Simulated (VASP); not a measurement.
Runs of VASP 6.6.1 on Pt. The structure is that of space group P6_3/mmc (No. 194), or close to it. The cells are those of the table. This isn't the form of Pt at room conditions, which is fcc.

```tsv
cell	gap on the mesh (eV)	pressure (GPa)
a = 2.308, b = 2.308, c = 3.864 Å, angles 90.0, 90.0, 120.0°, 2 atoms	none	(b)
a = 2.405, b = 2.405, c = 4.036 Å, angles 90.0, 90.0, 120.0°, 2 atoms	none	312.2
a = 2.714, b = 2.714, c = 4.658 Å, angles 90.0, 90.0, 120.0°, 2 atoms	none	(a)
a = 2.573, b = 2.573, c = 4.353 Å, angles 90.0, 90.0, 120.0°, 2 atoms	none	82.3
a = 2.493, b = 2.493, c = 4.198 Å, angles 90.0, 90.0, 120.0°, 2 atoms	none	167.7
```

Alike in all rows: task single point; level LDA; potentials or basis VASP PAW LDA potentials, release 64 (Pt_sv_GW); no spin polarisation; k mesh 16 × 16 × 9; cutoff (eV) 570; smearing fermi-dirac 0.08 eV.

Problem. Estimate the missing entries.

Solution. (a) -0.4; (b) 563.2.

Caveats: spin-orbit coupling is left out, which moves the levels of the heavy elements; the cell stands under pressure (at least some runs).

A k mesh can miss the band edges, and the runs leave out spin-orbit coupling on Pt.

A gap of «none» marks levels without a gap at the run's occupations.
